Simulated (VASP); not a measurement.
# Ta (Fm-3m) in VASP: notebook

The runs below take Ta through single point, with PBE, r2SCAN.

All numbers are computed with VASP 6.6.1; they aren't measurements. Logs are shortened: lines on timing, memory, paths and dates and some standing lists are left out, and cuts for length are marked.

## (1) The cell of the first run

The structure is cubic, space group Fm-3m (No. 225). Conventional cell: a = 4.223 Å, b = 4.223 Å, c = 4.223 Å, α = 90.00°, β = 90.00°, γ = 90.00°. Within 3.9 Å of Ta (site symmetry m-3m) lie 12 Ta at 2.99 Å.

This isn't the form of Ta at room conditions, which is bcc.

## (2) Single point, PBE

The input, INCAR:

```
ALGO = Normal
EDIFF = 1E-7
ENCUT = 520
GGA = PE
ISIF = 2
ISMEAR = 0
LASPH = T
LCHARG = F
LREAL = F
LWAVE = F
NBANDS = 12
NELM = 100
PREC = Accurate
SIGMA = 0.1
```

The input, KPOINTS:

```
k-points
0
Gamma
  18 18 18
```

The input, POSCAR:

```
Ta
1.0
    0.0000000000      2.1115096340      2.1115096340
    2.1115096340      0.0000000000      2.1115096340
    2.1115096340      2.1115096340      0.0000000000
Ta
1
Direct
    0.0000000000      0.0000000000      0.0000000000
```

Potentials or basis: VASP PAW PBE potentials, release 64 (Ta_pv).

The run is started by

```sh
cat potpaw_PBE.64/Ta_pv/POTCAR > POTCAR
mpirun -np 1 vasp_std > vasp.out
```

OUTCAR:

```text
EDIFF = 1E-7
   ENCUT = 520
   GGA = PE
   ISIF = 2
   ISMEAR = 0
   LASPH = T
   LREAL = F
   NELM = 100
   PREC = Accurate

 ion  position               nearest neighbor table
   1  0.000  0.000  0.000-

  LATTYP: Found a face centered cubic cell.
 ALAT       =     4.2230192680

  Lattice vectors:

 A1 = (   0.0000000000,   2.1115096340,   2.1115096340)
 A2 = (   2.1115096340,   0.0000000000,   2.1115096340)
 A3 = (   2.1115096340,   2.1115096340,   0.0000000000)

Analysis of symmetry for initial positions (statically):
=====================================================================
 Subroutine PRICEL returns:
 Original cell was already a primitive cell.

 Routine SETGRP: Setting up the symmetry group for a
 face centered cubic supercell.

 Subroutine GETGRP returns: Found 48 space group operations
 (whereof 48 operations were pure point group operations)
 out of a pool of 48 trial point group operations.

The static configuration has the point symmetry O_h .

Analysis of symmetry for dynamics (positions and initial velocities):
=====================================================================
 Subroutine PRICEL returns:
 Original cell was already a primitive cell.

 Routine SETGRP: Setting up the symmetry group for a
 face centered cubic supercell.

 Subroutine GETGRP returns: Found 48 space group operations
 (whereof 48 operations were pure point group operations)
 out of a pool of 48 trial point group operations.

The dynamic configuration has the point symmetry O_h .

 Subroutine INISYM returns: Found 48 space group operations
 (whereof 48 operations are pure point group operations),
 and found     1 'primitive' translations

----------------------------------------------------------------------------------------

                                     Primitive cell

  volume of cell :      18.8282

  direct lattice vectors                    reciprocal lattice vectors
     0.000000000  2.111509634  2.111509634    -0.236797404  0.236797404  0.236797404
     2.111509634  0.000000000  2.111509634     0.236797404 -0.236797404  0.236797404
     2.111509634  2.111509634  0.000000000     0.236797404  0.236797404 -0.236797404

  length of vectors
     2.986125561  2.986125561  2.986125561     0.410145135  0.410145135  0.410145135

  position of ions in fractional coordinates (direct lattice)
     0.000000000  0.000000000  0.000000000

  ion indices of the primitive-cell ions
   primitive index   ion index
                 1           1

----------------------------------------------------------------------------------------
[... 82 lines left out ...]
   NUPDOWN=      -1.0000    fix difference up-down
   EMIN   =  10.00;   EMAX   =-10.00  energy-range for DOS
   EFERMI =   0.00;   METHOD = LEGACY
   ISMEAR =     0;   SIGMA  =   0.10  broadening in eV -4-tet -1-fermi 0-gaus
   EFERMI_NEDOS =   21; number of points for ismear=-14 and -15
   IALGO  =     38    algorithm
   IMIX   =      4    mixing-type and parameters
     AMIX     =   0.40;   BMIX     =  1.00
     AMIX_MAG =   1.60;   BMIX_MAG =  1.00
  volume/ion in A,a.u.               =      18.83       127.06
  Fermi-wavevector in a.u.,A,eV,Ry     =   1.368577  2.586236 25.483764  1.873004
  Thomas-Fermi vector in A             =   2.494529
   LORBIT       =      0    0 simple, 1 ext, 2 COOP (PROOUT), +10 PAW based schemes
   GGA     = PE    functional components
   LHFCALC =     F    Hartree Fock is set to
   AEXX    =    0.0000 exact exchange contribution
   IVDW    =     0    specifies the selected vdW correction
   LEPSILON=     F    determine dielectric tensor
   LRPA    =     F    only Hartree local field effects (RPA)
 non-spin polarized calculation
 Gauss-broadening in eV      SIGMA  =   0.10
  energy-cutoff  :      520.00
  volume of cell :       18.83
 maximum number of plane-waves:       531
 NGX is ok and might be reduce to    24
   NGX = 11   NGY = 11   NGZ = 11

 number of electron      11.0000001 magnetization

 Free energy of the ion-electron system (eV)
  ---------------------------------------------------
  ext. energy  EPLUGINS =         0.00000000
  ---------------------------------------------------
  free energy    TOTEN  =       -11.57565036 eV

  energy without entropy =      -11.56898317  energy(sigma->0) =      -11.57231676

 E-fermi :   5.5045     XC(G=0): -12.3964

 val. band max:        5.4916366713   @ k =   0.5000   0.1667   0.0000
 cond. band min:       5.5126153131   @ k =  -0.1667   0.2222   0.0556
 fundamental gap:      0.0209786417
 Fermi energy:         5.5045370148

 k-point     1 :       0.0000    0.0000    0.0000
  band No.  band energies     occupation
      1     -28.1375      2.00000
      2     -28.1375      2.00000
      3     -28.1375      2.00000
      4      -2.6147      2.00000
      5       5.9492      0.00000
      6       5.9492      0.00000
      7       5.9492      0.00000
      8       8.9353      0.00000
      9       8.9353      0.00000
     10      17.9559      0.00000
     11      19.6246      0.00000
     12      22.8002      0.00000
[... 331 lines left out ...]
 k-point    24 :      -0.2222    0.0556    0.0000
  band No.  band energies     occupation
      1     -28.6318      2.00000
      2     -28.2350      2.00000
      3     -28.1906      2.00000
      4      -0.5501      2.00000
      5       4.7582      2.00000
      6       6.3088      0.00000
      7       6.4719      0.00000
      8       8.4410      0.00000
      9       9.4144      0.00000
     10      18.3500      0.00000
     11      19.6262      0.00000
     12      21.6930      0.00000

 [... further k-points ...]

------------------------ aborting loop because EDIFF is reached ----------------------------------------

  FORCE on cell =-STRESS in cart. coord.  units (eV):
  Direction    XX          YY          ZZ          XY          YZ          ZX
  --------------------------------------------------------------------------------------
  -------------------------------------------------------------------------------------
  Total        0.0019074      0.0019074      0.0019074     -0.0000000      0.0000000      0.0000000
  in kB        0.1623121      0.1623121      0.1623121     -0.0000000      0.0000000      0.0000000
  external PRESSURE =       0.1623121 kB  Pullay stress =       0.0000000 kB

 VOLUME and BASIS-vectors are now :
 -----------------------------------------------------------------------------
  energy-cutoff  :      520.00
  volume of cell :       18.83
      direct lattice vectors                 reciprocal lattice vectors
     0.000000000  2.111509634  2.111509634    -0.236797404  0.236797404  0.236797404
     2.111509634  0.000000000  2.111509634     0.236797404 -0.236797404  0.236797404
     2.111509634  2.111509634  0.000000000     0.236797404  0.236797404 -0.236797404

 POSITION                                       TOTAL-FORCE (eV/Angst)
 -----------------------------------------------------------------------------------
      0.00000      0.00000      0.00000         0.000000      0.000000     -0.000000
 -----------------------------------------------------------------------------------
    total drift:                                0.000000     -0.000000     -0.000000

  FREE ENERGIE OF THE ION-ELECTRON SYSTEM (eV)
  ---------------------------------------------------
  free  energy   TOTEN  =       -11.5756503645 eV

  energy  without entropy=      -11.5689831653  energy(sigma->0) =      -11.57231676
```

stdout:

```text
POSCAR found type information on POSCAR Ta
 POSCAR found :  1 types and       1 ions
 scaLAPACK will be used
 LDA part: xc-table for (Slater+PW92), standard interpolation
 POSCAR, INCAR and KPOINTS ok, starting setup
 FFT: planning ... GRIDC
 FFT: planning ... GRID_SOFT
 FFT: planning ... GRID
 WAVECAR not read
 entering main loop
```

Wall time 25 s (1 thread of Intel Xeon Platinum 8259CL at 2.50GHz (Skylake/Cascade Lake), shared host); peak memory 0.17 GiB.

Results:

```yaml
Free_energy: -11.5757 eV
Pressure: 0.0 GPa
Band_gap_on_the_k_mesh: zero (an odd number of electrons rules out a gap without spin polarisation)
```

Levels at points of the mesh, in eV from the Fermi level:
| k point | band 2 | band 3 | band 4 | band 5 | band 6 | band 7 | band 8 | band 9 |
| --- | --- | --- | --- | --- | --- | --- | --- | --- |
| (0.00, 0.00, 0.00) | -33.64 | -33.64 | -8.12 | 0.44 | 0.44 | 0.44 | 3.43 | 3.43 |
| (0.50, 0.00, 0.00) | -33.78 | -33.78 | -4.61 | 0.22 | 0.22 | 0.66 | 5.75 | 5.75 |
| (0.50, 0.50, 0.00) | -34.00 | -34.00 | -4.38 | -3.33 | 2.87 | 5.74 | 6.44 | 6.44 |

Caveat: spin-orbit coupling is left out, which moves the levels of the heavy elements.

## (3) Single point, r2SCAN

POSCAR is that of step 2.

The input, INCAR.step1:

```
SYSTEM = Ta
PREC = Accurate
ENCUT = 520
ISMEAR = 0
SIGMA = 0.1
LREAL = .False.
LASPH = .True.
NELM = 100
NBANDS = 12
GGA = PE
ALGO = Normal
EDIFF = 1E-4
LWAVE = .True.
LCHARG = .False.
```

The input, INCAR.step2:

```
SYSTEM = Ta
PREC = Accurate
ENCUT = 520
EDIFF = 1E-6
ISMEAR = 0
SIGMA = 0.1
LREAL = .False.
LASPH = .True.
NELM = 100
ALGO = Normal
ISIF = 2
LWAVE = .False.
LCHARG = .False.
METAGGA = R2SCAN
LMIXTAU = .True.
NBANDS = 12
ISTART = 1
```

The input, KPOINTS:

```
regular mesh
0
Gamma
  18 18 18
  0 0 0
```

Potentials or basis: VASP PAW PBE potentials, release 64 (Ta_pv).

The run is started by

```sh
cat potpaw_PBE.64/Ta_pv/POTCAR > POTCAR
cp INCAR.step1 INCAR
mpirun -np 1 vasp_std > vasp.out
cp INCAR.step2 INCAR
mpirun -np 1 vasp_std > vasp.out
```

OUTCAR:

```text
SYSTEM = Ta
   PREC = Accurate
   ENCUT = 520
   EDIFF = 1E-6
   ISMEAR = 0
   LREAL = .False.
   LASPH = .True.
   NELM = 100
   ISIF = 2
   METAGGA = R2SCAN
   ISTART = 1

 ion  position               nearest neighbor table
   1  0.000  0.000  0.000-

  LATTYP: Found a face centered cubic cell.
 ALAT       =     4.2230192680

  Lattice vectors:

 A1 = (   0.0000000000,   2.1115096340,   2.1115096340)
 A2 = (   2.1115096340,   0.0000000000,   2.1115096340)
 A3 = (   2.1115096340,   2.1115096340,   0.0000000000)

Analysis of symmetry for initial positions (statically):
=====================================================================
 Subroutine PRICEL returns:
 Original cell was already a primitive cell.

 Routine SETGRP: Setting up the symmetry group for a
 face centered cubic supercell.

 Subroutine GETGRP returns: Found 48 space group operations
 (whereof 48 operations were pure point group operations)
 out of a pool of 48 trial point group operations.

The static configuration has the point symmetry O_h .

Analysis of symmetry for dynamics (positions and initial velocities):
=====================================================================
 Subroutine PRICEL returns:
[... 170 lines left out ...]
      6       5.8861      0.00000
      7       5.8861      0.00000
      8       9.1279      0.00000
      9       9.1279      0.00000
     10      16.7887      0.00000
     11      18.3861      0.00000
     12      23.6564      0.00000
[... 331 lines left out ...]
 k-point    24 :      -0.2222    0.0556    0.0000
  band No.  band energies     occupation
      1     -29.9776      2.00000
      2     -29.5585      2.00000
      3     -29.5120      2.00000
      4      -1.0178      2.00000
      5       4.5746      2.00000
      6       6.2881      0.00000
      7       6.4641      0.00000
      8       8.5671      0.00000
      9       9.5736      0.00000
     10      16.7870      0.00000
     11      18.8698      0.00000
     12      22.2494      0.00000

 [... further k-points ...]

------------------------ aborting loop because EDIFF is reached ----------------------------------------

  FORCE on cell =-STRESS in cart. coord.  units (eV):
  Direction    XX          YY          ZZ          XY          YZ          ZX
  --------------------------------------------------------------------------------------
  -------------------------------------------------------------------------------------
  Total       -0.1911198     -0.1911198     -0.1911198      0.0000000     -0.0000000     -0.0000000
  in kB      -16.2632376    -16.2632376    -16.2632376      0.0000000     -0.0000000     -0.0000000
  external PRESSURE =     -16.2632376 kB  Pullay stress =       0.0000000 kB

 VOLUME and BASIS-vectors are now :
 -----------------------------------------------------------------------------
  energy-cutoff  :      520.00
  volume of cell :       18.83
      direct lattice vectors                 reciprocal lattice vectors
     0.000000000  2.111509634  2.111509634    -0.236797404  0.236797404  0.236797404
     2.111509634  0.000000000  2.111509634     0.236797404 -0.236797404  0.236797404
     2.111509634  2.111509634  0.000000000     0.236797404  0.236797404 -0.236797404

 POSITION                                       TOTAL-FORCE (eV/Angst)
 -----------------------------------------------------------------------------------
      0.00000      0.00000      0.00000         0.000000     -0.000000      0.000000
 -----------------------------------------------------------------------------------
    total drift:                               -0.000000      0.000000      0.000000

  FREE ENERGIE OF THE ION-ELECTRON SYSTEM (eV)
  ---------------------------------------------------
  free  energy   TOTEN  =       -48.3414422780 eV

  energy  without entropy=      -48.3359737195  energy(sigma->0) =      -48.33870800
```

Run time: 1.8 min. Hardware: 1 thread of Intel Xeon Platinum 8259CL at 2.50GHz (Skylake/Cascade Lake), shared host; peak memory 0.18 GiB.

What came out:

| Item | Value |
| --- | --- |
| Free energy | -48.3414 eV |
| Pressure | -1.6 GPa |
| Band gap on the k mesh | zero (an odd number of electrons rules out a gap without spin polarisation) |

Levels at points of the mesh, in eV from the Fermi level:
```tsv
k point	band 2	band 3	band 4	band 5	band 6	band 7	band 8	band 9
(0.00, 0.00, 0.00)	-34.84	-34.84	-8.56	0.50	0.50	0.50	3.75	3.75
(0.50, 0.00, 0.00)	-34.98	-34.98	-4.83	0.34	0.34	0.47	6.04	6.04
(0.50, 0.50, 0.00)	-35.22	-35.22	-4.54	-3.51	2.82	6.11	6.67	6.67
```

Caveat: the PAW data sets were made with another functional, which shifts forces and pressure a little; spin-orbit coupling is left out, which moves the levels of the heavy elements.

## (4) Single point, PBE, non-collinear spin, zero start, spin-orbit coupling

The input, INCAR:

```
SYSTEM = Ta
ALGO = Normal
EDIFF = 1E-6
ENCUT = 520
GGA = PE
GGA_COMPAT = .FALSE.
ISIF = 2
ISMEAR = 0
LASPH = .TRUE.
LCHARG = .FALSE.
LMAXMIX = 4
LORBIT = 11
LORBMOM = .TRUE.
LREAL = .FALSE.
LSORBIT = .TRUE.
LWAVE = .FALSE.
MAGMOM = 0 0 0
NBANDS = 22
NELM = 150
PREC = Accurate
SIGMA = 0.1
```

The input, KPOINTS:

```
k-points
0
G
  18 18 18
  0 0 0
```

POSCAR is that of step 3.

Potentials or basis: VASP PAW PBE potentials, release 64 (Ta_pv).

The run is started by

```sh
cat potpaw_PBE.64/Ta_pv/POTCAR > POTCAR
mpirun -np 1 vasp_ncl > vasp.out
```

OUTCAR:

```text
SYSTEM = Ta
   EDIFF = 1E-6
   ENCUT = 520
   GGA = PE
   ISIF = 2
   ISMEAR = 0
   LASPH = .TRUE.
   LORBIT = 11
   LREAL = .FALSE.
   LSORBIT = .TRUE.
   NELM = 150
   PREC = Accurate

 ion  position               nearest neighbor table
   1  0.000  0.000  0.000-

  LATTYP: Found a face centered cubic cell.
 ALAT       =     4.2230192680

  Lattice vectors:

 A1 = (   0.0000000000,   2.1115096340,   2.1115096340)
 A2 = (   2.1115096340,   0.0000000000,   2.1115096340)
 A3 = (   2.1115096340,   2.1115096340,   0.0000000000)

Analysis of symmetry for initial positions (statically):
=====================================================================
 Subroutine PRICEL returns:
 Original cell was already a primitive cell.

[... 847 lines left out ...]
            0.000   0.000   0.000

 Spin-Orbit-Coupling matrix elements

 Ion:    1  E_soc:     -1.4272204
 l=   1
     0.0000000    -0.2138331    -0.2138331
    -0.2138331     0.0000000    -0.2138331
    -0.2138331    -0.2138331     0.0000000
 l=   2
     0.0000000    -0.0058375     0.0000000    -0.0058375    -0.0181994
    -0.0058375     0.0000000    -0.0136496    -0.0058375    -0.0045499
     0.0000000    -0.0136496     0.0000000    -0.0136496     0.0000000
    -0.0058375    -0.0058375    -0.0136496     0.0000000    -0.0045499
    -0.0181994    -0.0045499     0.0000000    -0.0045499     0.0000000
 l=   3
     0.0000000     0.0000000     0.0000000     0.0000000     0.0000000     0.0000000     0.0000000
     0.0000000     0.0000000     0.0000000     0.0000000     0.0000000     0.0000000     0.0000000
     0.0000000     0.0000000     0.0000000     0.0000000     0.0000000     0.0000000     0.0000000
     0.0000000     0.0000000     0.0000000     0.0000000     0.0000000     0.0000000     0.0000000
     0.0000000     0.0000000     0.0000000     0.0000000     0.0000000     0.0000000     0.0000000
     0.0000000     0.0000000     0.0000000     0.0000000     0.0000000     0.0000000     0.0000000
     0.0000000     0.0000000     0.0000000     0.0000000     0.0000000     0.0000000     0.0000000

 total charge

# of ion       s       p       d       tot
------------------------------------------
    1        0.373   6.174   2.299   8.845

 magnetization (x)

# of ion       s       p       d       tot
------------------------------------------
    1       -0.000  -0.000  -0.000  -0.000

 magnetization (y)

# of ion       s       p       d       tot
------------------------------------------
    1       -0.000  -0.000  -0.000  -0.000

 magnetization (z)

# of ion       s       p       d       tot
------------------------------------------
    1       -0.000   0.000   0.000   0.000
```

OSZICAR:

```text
N       E                     dE             d eps       ncg     rms          rms(c)
DAV:   1     0.914155116634E+02    0.91416E+02   -0.59427E+03  8580   0.102E+03
DAV:   2    -0.101613683199E+02   -0.10158E+03   -0.98597E+02  9896   0.320E+02
DAV:   3    -0.127993913199E+02   -0.26380E+01   -0.26120E+01 10632   0.491E+01
DAV:   4    -0.128138942520E+02   -0.14503E-01   -0.14498E-01  9858   0.390E+00
DAV:   5    -0.128140086422E+02   -0.11439E-03   -0.11438E-03 10326   0.323E-01    0.122E+01
DAV:   6    -0.124165662201E+02    0.39744E+00   -0.34677E-01  9938   0.674E+00    0.581E+00
DAV:   7    -0.122959053337E+02    0.12066E+00   -0.30688E-01 10298   0.579E+00    0.107E+00
DAV:   8    -0.122964518214E+02   -0.54649E-03   -0.15132E-02 10108   0.623E-01    0.285E-01
DAV:   9    -0.122956520075E+02    0.79981E-03   -0.18719E-03 10360   0.515E-01    0.898E-02
DAV:  10    -0.122956223945E+02    0.29613E-04   -0.10926E-04  9882   0.118E-01    0.244E-02
DAV:  11    -0.122956201535E+02    0.22409E-05   -0.46830E-06 10580   0.239E-02    0.116E-02
DAV:  12    -0.122956196803E+02    0.47321E-06   -0.12907E-07  6114   0.461E-03
   1 F= -.12295620E+02 E0= -.12291919E+02  d E =-.740117E-02  mag=    -0.0000    -0.0000    -0.0000
```

stdout:

```text
POSCAR found type information on POSCAR Ta
 POSCAR found :  1 types and       1 ions
 scaLAPACK will be used
 LDA part: xc-table for (Slater+PW92), standard interpolation
 POSCAR, INCAR and KPOINTS ok, starting setup
 FFT: planning ... GRIDC
 FFT: planning ... GRID_SOFT
 FFT: planning ... GRID
 WAVECAR not read
 entering main loop
```

It took 2.5 min on 1 thread of Intel Xeon Platinum 8259CL at 2.50GHz (Skylake/Cascade Lake), shared host; peak memory 0.27 GiB.

Results:

| Quantity | Value |
| --- | --- |
| Free energy | -12.2956 eV |
| Pressure | -0.3 GPa |
| Net moment | 0.00 μB per cell |
| Valence electrons inside the program's atomic spheres | Ta 8.85 |

Moments on the atoms (μB; x, y, z):
```
Ta  0.00 0.00 0.00
```

## (5) Overview

```tsv
level	spin	gap on the mesh (eV)	pressure (GPa)
PBE	off	none	0.0
r2SCAN	off	none	-1.6
PBE	non-collinear, zero start, SOC	-	-0.3
```

Alike in all rows: task single point; potentials or basis VASP PAW PBE potentials, release 64 (Ta_pv); cell as given; k mesh 18 × 18 × 18; cutoff (eV) 520; smearing gaussian 0.1 eV.

The pressure there spans -1.6 GPa (r2SCAN) to 0.0 GPa (PBE); a positive pressure means that this level wants a larger cell, a negative one a smaller.

Caveats: spin-orbit coupling is left out, which moves the levels of the heavy elements (at least some runs); the PAW data sets were made with another functional, which shifts forces and pressure a little (at least some runs).

Absolute energies hang on the potentials; compare differences alone.
